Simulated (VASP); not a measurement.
# Zn (Immm) in VASP: notebook

Zn is run at these levels: PBEsol; tasks: single point.

All numbers are computed with VASP 6.6.1; they aren't measurements. Logs are shortened: lines on timing, memory, paths and dates and some standing lists are left out, and cuts for length are marked.

## Step 1: The cell of the first run

It takes space group Immm (No. 71, orthorhombic). The conventional cell has a = 3.030 Å, b = 3.060 Å, c = 3.152 Å, α = 90.00°, β = 90.00°, γ = 90.00°. Zn (site symmetry mmm) has 14 Zn at 2.67 to 3.15 Å within 3.5 Å.

## Step 2: Single point, PBEsol (normal strain along x -0.0100, normal strain along z +0.0300)

File INCAR:

```
SYSTEM = Zn
PREC = Accurate
ENCUT = 520
EDIFF = 1E-7
ISMEAR = 0
SIGMA = 0.15
LREAL = .False.
LASPH = .True.
NELM = 60
ALGO = Fast
ISIF = 2
LWAVE = .False.
LCHARG = .True.
GGA = PS
LELF = .True.
LVHAR = .True.
NBANDS = 12
```

File KPOINTS:

```
regular mesh
0
Gamma
  20 20 20
  0 0 0
```

File POSCAR:

```
Zn
1.0
   -1.5147737563      1.5300745013      1.5759767363
    1.5147737563     -1.5300745013      1.5759767363
    1.5147737563      1.5300745013     -1.5759767363
Zn
1
Direct
    0.0000000000      0.0000000000      0.0000000000
```

Potentials or basis: VASP PAW PBE potentials, release 64 (Zn).

On the command line:

```sh
$ cat potpaw_PBE.64/Zn/POTCAR > POTCAR
$ mpirun -np 1 vasp_std > vasp.out
```

OUTCAR:

```text
SYSTEM = Zn
   PREC = Accurate
   ENCUT = 520
   EDIFF = 1E-7
   ISMEAR = 0
   LREAL = .False.
   LASPH = .True.
   NELM = 60
   ISIF = 2
   GGA = PS

 ion  position               nearest neighbor table
   1  0.000  0.000  0.000-

  LATTYP: Found a body centered orthorhombic cell.
 ALAT       =     3.0295475126
 B/A-ratio  =     1.0101010101
 C/A-ratio  =     1.0404040404

  Lattice vectors:

 A1 = (  -1.5147737563,   1.5300745013,   1.5759767363)
 A2 = (   1.5147737563,  -1.5300745013,   1.5759767363)
 A3 = (   1.5147737563,   1.5300745013,  -1.5759767363)

Analysis of symmetry for initial positions (statically):
=====================================================================
 Subroutine PRICEL returns:
 Original cell was already a primitive cell.

 Routine SETGRP: Setting up the symmetry group for a
 body centered orthorhombic supercell.

 Subroutine GETGRP returns: Found  8 space group operations
 (whereof  8 operations were pure point group operations)
 out of a pool of  8 trial point group operations.

The static configuration has the point symmetry D_2h.

Analysis of symmetry for dynamics (positions and initial velocities):
=====================================================================
 Subroutine PRICEL returns:
 Original cell was already a primitive cell.

 Routine SETGRP: Setting up the symmetry group for a
 body centered orthorhombic supercell.

 Subroutine GETGRP returns: Found  8 space group operations
 (whereof  8 operations were pure point group operations)
 out of a pool of  8 trial point group operations.

The dynamic configuration has the point symmetry D_2h.

 Subroutine INISYM returns: Found  8 space group operations
 (whereof  8 operations are pure point group operations),
 and found     1 'primitive' translations

----------------------------------------------------------------------------------------

                                     Primitive cell

  volume of cell :      14.6107

  direct lattice vectors                    reciprocal lattice vectors
    -1.514773756  1.530074501  1.575976736     0.000000000  0.326781473  0.317263566
     1.514773756 -1.530074501  1.575976736     0.330082296  0.000000000  0.317263566
     1.514773756  1.530074501 -1.575976736     0.330082296  0.326781473  0.000000000

  length of vectors
     2.668214794  2.668214794  2.668214794     0.455458343  0.457832385  0.464478690

  position of ions in fractional coordinates (direct lattice)
     0.000000000  0.000000000  0.000000000

  ion indices of the primitive-cell ions
   primitive index   ion index
                 1           1

----------------------------------------------------------------------------------------

 KPOINTS: regular mesh

Automatic generation of k-mesh.
 Grid dimensions read from file:
 generate k-points for:   20   20   20

 Generating k-lattice:

  Cartesian coordinates                     Fractional coordinates (reciprocal lattice)
     0.000000000  0.016339074  0.015863178     0.050000000  0.000000000  0.000000000
     0.016504115  0.000000000  0.015863178     0.000000000  0.050000000  0.000000000
     0.016504115  0.016339074  0.000000000     0.000000000  0.000000000  0.050000000

  Length of vectors
     0.022772917  0.022891619  0.023223935

  Shift w.r.t. Gamma in fractional coordinates (k-lattice)
     0.000000000  0.000000000  0.000000000

 Subroutine IBZKPT returns following result:
 ===========================================

 Found   1166 irreducible k-points:

 Following reciprocal coordinates:
            Coordinates               Weight
  0.000000  0.000000  0.000000      1.000000
  0.050000  0.000000 -0.000000      4.000000
  0.100000  0.000000 -0.000000      4.000000
  0.150000 -0.000000  0.000000      4.000000
  0.200000  0.000000 -0.000000      4.000000
  0.250000 -0.000000  0.000000      4.000000
[... 16 lines left out ...]
 -0.450000  0.050000  0.000000      8.000000
 -0.400000  0.050000  0.000000      8.000000
 [... further k-points ...]
   k-points           NKPTS =   1166   k-points in BZ     NKDIM =   1166   number of bands    NBANDS=     12
   number of dos      NEDOS =    301   number of ions     NIONS =      1
   total plane-waves  NPLWV =   8000
   dimension x,y,z NGX =    20 NGY =   20 NGZ =   20
   dimension x,y,z NGXF=    40 NGYF=   40 NGZF=   40
   ions per type =               1
   NGX,Y,Z   is equivalent  to a cutoff of  12.46, 12.46, 12.46 a.u.
   NGXF,Y,Z  is equivalent  to a cutoff of  24.92, 24.92, 24.92 a.u.
 SYSTEM =  Zn
   PREC   = accura    normal or accurate (medium, high low for compatibility)
   ISTART =      0    job   : 0-new  1-cont  2-samecut
   ICHARG =      2    charge: 1-file 2-atom 10-const
   ISPIN  =      1    spin polarized calculation?
   LNONCOLLINEAR =      F non collinear calculations
   LSORBIT =      F    spin-orbit coupling
   LASPH  =      T    aspherical Exc in radial PAW
   ENCUT  =  520.0 eV  38.22 Ry    6.18 a.u.   4.96  4.96  4.96*2*pi/ulx,y,z
   NELM   =     60;   NELMIN=  2; NELMDL= -5     # of ELM steps
   EDIFF  = 0.1E-06   stopping-criterion for ELM
   LREAL  =      F    real-space projection
   EDIFFG = 0.1E-05   stopping-criterion for IOM
   NSW    =      0    number of steps for IOM
   IBRION =     -1    ionic relax: 0-MD 1-quasi-New 2-CG
   NFREE  =      0    steps in history (QN), initial steepest desc. (CG)
   ISIF   =      2    stress and relaxation
   ISYM   =      2    0-nonsym 1-usesym 2-fastsym
   POTIM  = 0.5000    time-step for ionic-motion
   TEBEG  =    0.0;   TEEND  =   0.0 temperature during run
   PSTRESS=    0.0 pullay stress
   NELECT =      12.0000    total number of electrons
   NUPDOWN=      -1.0000    fix difference up-down
   EMIN   =  10.00;   EMAX   =-10.00  energy-range for DOS
   EFERMI =   0.00;   METHOD = LEGACY
   ISMEAR =     0;   SIGMA  =   0.15  broadening in eV -4-tet -1-fermi 0-gaus
   EFERMI_NEDOS =   21; number of points for ismear=-14 and -15
   IALGO  =     68    algorithm
   IMIX   =      4    mixing-type and parameters
     AMIX     =   0.40;   BMIX     =  1.00
     AMIX_MAG =   1.60;   BMIX_MAG =  1.00
  volume/ion in A,a.u.               =      14.61        98.60
  Fermi-wavevector in a.u.,A,eV,Ry     =   1.533128  2.897193 31.980259  2.350483
  Thomas-Fermi vector in A             =   2.640239
   LORBIT       =      0    0 simple, 1 ext, 2 COOP (PROOUT), +10 PAW based schemes
   GGA     = PS    functional components
   LHFCALC =     F    Hartree Fock is set to
   AEXX    =    0.0000 exact exchange contribution
   IVDW    =     0    specifies the selected vdW correction
   LEPSILON=     F    determine dielectric tensor
   LRPA    =     F    only Hartree local field effects (RPA)
 non-spin polarized calculation
 RMM-DIIS sequential band-by-band and
 Gauss-broadening in eV      SIGMA  =   0.15
  energy-cutoff  :      520.00
  volume of cell :       14.61
 maximum number of plane-waves:       410
   NGX =  9   NGY =  9   NGZ =  9

 number of electron      12.0000004 magnetization

 Free energy of the ion-electron system (eV)
  ---------------------------------------------------
  ext. energy  EPLUGINS =         0.00000000
  ---------------------------------------------------
  free energy    TOTEN  =        -1.49636921 eV

  energy without entropy =       -1.49301681  energy(sigma->0) =       -1.49469301

 E-fermi :   3.3748     XC(G=0): -11.9261

 val. band max:        3.3657518448   @ k =   0.3000   0.3500   0.0000
 cond. band min:       3.3805263834   @ k =  -0.2500  -0.4500   0.1500
 fundamental gap:      0.0147745386
 Fermi energy:         3.3748424400

 k-point     1 :       0.0000    0.0000    0.0000
  band No.  band energies     occupation
      1      -7.4873      2.00000
      2      -4.5925      2.00000
      3      -4.5711      2.00000
      4      -4.5145      2.00000
      5      -4.0422      2.00000
      6      -3.9796      2.00000
      7      22.8500      0.00000
      8      23.0652      0.00000
      9      23.3273      0.00000
     10      24.1444      0.00000
     11      24.9170      0.00000
     12      25.0129      0.00000

 k-point     2 :       0.0500    0.0000   -0.0000
  band No.  band energies     occupation
      1      -7.4064      2.00000
      2      -4.5902      2.00000
      3      -4.5675      2.00000
      4      -4.5058      2.00000
      5      -4.0488      2.00000
      6      -3.9814      2.00000
      7      21.4377      0.00000
      8      22.6625      0.00000
      9      22.7125      0.00000
     10      23.7686      0.00000
     11      24.3427      0.00000
     12      24.3720      0.00000

 k-point     3 :       0.1000    0.0000   -0.0000
  band No.  band energies     occupation
      1      -7.1666      2.00000
      2      -4.5827      2.00000
      3      -4.5787      2.00000
      4      -4.4585      2.00000
      5      -4.0670      2.00000
      6      -3.9851      2.00000
      7      18.8809      0.00000
      8      21.4492      0.00000
      9      21.8855      0.00000
     10      23.3249      0.00000
     11      23.4605      0.00000
     12      24.0376      0.00000

 k-point     4 :       0.1500   -0.0000    0.0000
  band No.  band energies     occupation
      1      -6.7785      2.00000
      2      -4.6101      2.00000
      3      -4.5655      2.00000
      4      -4.3692      2.00000
      5      -4.0904      2.00000
      6      -3.9883      2.00000
      7      16.2866      0.00000
      8      20.2008      0.00000
      9      20.8410      0.00000
     10      22.3893      0.00000
     11      22.9098      0.00000
     12      24.3693      0.00000

 k-point     5 :       0.2000    0.0000   -0.0000
  band No.  band energies     occupation
      1      -6.2732      2.00000
      2      -4.6528      2.00000
      3      -4.5145      2.00000
      4      -4.2510      2.00000
      5      -4.1091      2.00000
      6      -3.9902      2.00000
      7      13.7755      0.00000
      8      19.0347      0.00000
      9      19.8330      0.00000
     10      21.5842      0.00000
     11      22.4011      0.00000
     12      24.9591      0.00000
[... 228 lines left out ...]
      1      -5.2767      2.00000
      2      -4.8491      2.00000
      3      -4.0812      2.00000
      4      -3.9922      2.00000
      5      -3.6826      2.00000
      6       0.1403      2.00000
      7       2.6435      2.00000
      8      14.7691      0.00000
      9      16.2937      0.00000
     10      20.1660      0.00000
     11      21.8175      0.00000
     12      30.2854      0.00000

 k-point    22 :       0.5000    0.0500    0.0000
  band No.  band energies     occupation
      1      -5.2769      2.00000
      2      -4.8494      2.00000
      3      -4.0859      2.00000
      4      -3.9864      2.00000
      5      -3.6826      2.00000
      6       0.1700      2.00000
      7       2.6089      2.00000
      8      14.7956      0.00000
      9      16.2775      0.00000
     10      20.1720      0.00000
     11      21.7877      0.00000
     12      29.3790      0.00000

 k-point    23 :      -0.4500    0.0500    0.0000
  band No.  band energies     occupation
      1      -5.2667      2.00000
      2      -4.8349      2.00000
      3      -4.0954      2.00000
      4      -3.9849      2.00000
      5      -3.7330      2.00000
      6      -1.0440      2.00000
      7       4.1390      0.00000
      8      15.0218      0.00000
      9      16.4342      0.00000
     10      20.2968      0.00000
     11      21.8338      0.00000
     12      28.3102      0.00000

 k-point    24 :      -0.4000    0.0500    0.0000
  band No.  band energies     occupation
      1      -5.2601      2.00000
      2      -4.8069      2.00000
      3      -4.1072      2.00000
      4      -3.9904      2.00000
      5      -3.8292      2.00000
      6      -2.2611      2.00000
      7       6.0067      0.00000
      8      15.4425      0.00000
      9      16.7600      0.00000
     10      20.5429      0.00000
     11      21.9566      0.00000
     12      27.2586      0.00000

 [... further k-points ...]
[... 5 lines left out ...]
  --------------------------------------------------------------------------------------
  -------------------------------------------------------------------------------------
  Total       -0.1727136     -0.1479895     -0.0327876     -0.0000000      0.0000000      0.0000000
  in kB      -18.9394316    -16.2282374     -3.5954271     -0.0000000      0.0000000      0.0000000
  external PRESSURE =     -12.9210320 kB  Pullay stress =       0.0000000 kB

 VOLUME and BASIS-vectors are now :
 -----------------------------------------------------------------------------
  energy-cutoff  :      520.00
  volume of cell :       14.61
      direct lattice vectors                 reciprocal lattice vectors
    -1.514773756  1.530074501  1.575976736     0.000000000  0.326781473  0.317263566
     1.514773756 -1.530074501  1.575976736     0.330082296  0.000000000  0.317263566
     1.514773756  1.530074501 -1.575976736     0.330082296  0.326781473  0.000000000

 POSITION                                       TOTAL-FORCE (eV/Angst)
 -----------------------------------------------------------------------------------
      0.00000      0.00000      0.00000         0.000000      0.000000      0.000000
 -----------------------------------------------------------------------------------
    total drift:                                0.000000     -0.000000      0.000000

  FREE ENERGIE OF THE ION-ELECTRON SYSTEM (eV)
  ---------------------------------------------------
  free  energy   TOTEN  =        -1.4963692141 eV

  energy  without entropy=       -1.4930168082  energy(sigma->0) =       -1.49469301
```

Wall time 2 min (1 thread of AMD EPYC 7R13 (Zen 3), shared host); peak memory 0.26 GiB.

Results:

| Property | Result |
| --- | --- |
| Free energy | -1.4964 eV |
| Pressure | -1.3 GPa |
| Band gap on the k mesh | zero (bands 6 and 7 overlap by 4.73 eV) |

Stress tensor (GPa, compression positive):
```
-1.89  0.00  0.00
 0.00 -1.62  0.00
 0.00  0.00 -0.36
```

Caveat: the cell differs from its parent crystal (normal strain along x -0.0100, normal strain along z +0.0300); the PAW data sets were made with another functional, which shifts forces and pressure a little.

## Step 3: Single point, PBEsol (normal strain along x -0.0100, normal strain along z +0.0400)

File INCAR:

```
SYSTEM = Zn
ALGO = Fast ; EDIFF = 1E-6
ENCUT = 520 ; GGA = PS
ISIF = 2 ; ISMEAR = 0
LASPH = .TRUE. ; LCHARG = .FALSE.
LREAL = .FALSE. ; LWAVE = .FALSE.
NBANDS = 12 ; NELM = 60
PREC = Accurate ; SIGMA = 0.15
```

File KPOINTS:

```
k-points
0
G
  20 20 20
  0 0 0
```

File POSCAR:

```
Zn
1.0
   -1.5147737563      1.5300745013      1.5912774814
    1.5147737563     -1.5300745013      1.5912774814
    1.5147737563      1.5300745013     -1.5912774814
Zn
1
Direct
    0.0000000000      0.0000000000      0.0000000000
```

Potentials or basis: VASP PAW PBE potentials, release 64 (Zn).

On the command line:

```sh
$ cat potpaw_PBE.64/Zn/POTCAR > POTCAR
$ mpirun -np 1 vasp_std > vasp.out
```

Wall time 1.8 min (1 thread of AMD EPYC 7R13 (Zen 3), shared host); peak memory 0.26 GiB.

The run converged. Its results:

```yaml
Free_energy: -1.4958 eV
Pressure: -2.0 GPa
Band_gap_on_the_k_mesh: zero (bands 6 and 7 overlap by 4.57 eV)
```

Stress tensor (GPa, compression positive):
```
-2.82  0.00  0.00
 0.00 -2.39  0.00
 0.00  0.00 -0.82
```

Levels at points of the mesh, in eV from the Fermi level:
```csv
k point,band 4,band 5,band 6,band 7,band 8,band 9
"(0.00, 0.00, 0.00)",-7.84,-7.39,-7.32,19.25,19.50,19.78
"(0.50, 0.00, 0.00)",-7.32,-7.00,-3.00,-1.15,12.06,13.46
"(0.00, 0.50, 0.00)",-7.30,-7.00,-2.94,-1.04,11.83,13.19
"(0.50, 0.50, 0.00)",-7.28,-6.98,-2.71,-0.65,10.96,12.19
"(0.50, 0.50, 0.50)",-7.07,-7.07,3.31,4.51,4.83,7.32
```

Caveat: the cell differs from its parent crystal (normal strain along x -0.0100, normal strain along z +0.0400); the PAW data sets were made with another functional, which shifts forces and pressure a little.

[end of part 1 of 2]
